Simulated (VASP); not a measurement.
## Si: single point with LDA

The system is Si.

```
Si
1.0
     2.61010    0.00000    0.00000
    -1.30505    2.26042    0.00000
     0.00000    0.00000    8.66013
Si
4
Direct
  0.00000 0.00000 0.00000
  0.00000 0.00000 0.50000
  0.33333 0.66667 0.25000
  0.66667 0.33333 0.75000
```

This cell differs from its parent crystal: volume scaled by 0.92.

```yaml
Program: VASP 6.6.1
Task: single point
Functional: LDA
Potentials_or_basis: VASP PAW LDA potentials, release 64 (Si)
Cutoff: 520 eV
k_mesh: 15 × 15 × 4
Occupations: fermi-dirac, width 0.1 eV
Spin: no spin polarisation
```

The pressure is 9.1 GPa. The band gap on the k mesh is zero (band 8 reaches 21.33 eV, above the bottom of band 9 at 7.74 eV).

Stress tensor (GPa, compression positive):
```
 8.09  0.00  0.00
 0.00  8.09  0.00
 0.00  0.00 11.26
```

Levels at points of the mesh, in eV from the Fermi level:
```csv
k point,band 5,band 6,band 7,band 8,band 9,band 10,band 11,band 12
"(0.00, 0.00, 0.00)",-7.80,1.06,1.06,9.46,9.46,9.94,9.94,10.94
"(0.00, 0.00, 0.50)",-3.86,-3.86,6.59,6.59,9.76,9.76,9.76,9.76
```

Run time: 23 s on 1 thread of Intel(R) Xeon(R) Platinum 8559C (Emerald Rapids) (shared host), peak memory 0.17 GiB.
